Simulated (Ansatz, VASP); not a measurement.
# Al16Cu in VASP and in Ansatz

```
CELL_PARAMETERS angstrom
5.63242 0.00000 0.00000
0.00000 7.96545 0.00000
0.00000 0.00000 21.22935
ATOMIC_POSITIONS crystal
Al 0.25000 0.25000 0.18842
Al 0.25000 0.75000 0.18842
Al 0.75000 0.25000 0.18842
Al 0.75000 0.75000 0.18842
Al 0.00000 0.00000 0.25475
Al 0.00000 0.50000 0.25475
Al 0.50000 0.00000 0.25475
Al 0.50000 0.50000 0.25475
Al 0.25000 0.25000 0.32410
Al 0.25000 0.75000 0.32410
Al 0.75000 0.25000 0.32410
Al 0.75000 0.75000 0.32410
Al 0.00000 0.00000 0.38764
Al 0.00000 0.50000 0.38764
Al 0.50000 0.00000 0.38764
Al 0.50000 0.50000 0.38764
Cu 0.25000 0.18750 0.52895
```

Alike in both runs: task single point; functional PBE; dispersion D3(BJ); k mesh 5 × 4 × 1; occupations gaussian, width 0.1 eV; no spin polarisation.

|  | VASP | Ansatz |
| --- | --- | --- |
| version | VASP 6.6.1 | Ansatz 0.2.0 |
| potentials or method | VASP PAW PBE potentials, release 64 (Al, Cu), cutoff 520 eV | scalar-relativistic, plane waves, PAW |
| valence electrons in the cell | 59 | 67 |

```tsv
	VASP	Ansatz	Ansatz less VASP
gap on the k mesh at the Fermi level (eV)	none	none	-
rms of the force components (eV/Å)	0.176	0.177	+0.0006
```

Atom by atom the forces differ by 0.002 eV/Å (rms over components). A gap of «none» marks a metal or a gap that the smearing closes. VASP's potentials hold 59 valence electrons a cell and Ansatz's 67, so a difference there can come from the potentials and not from the codes.
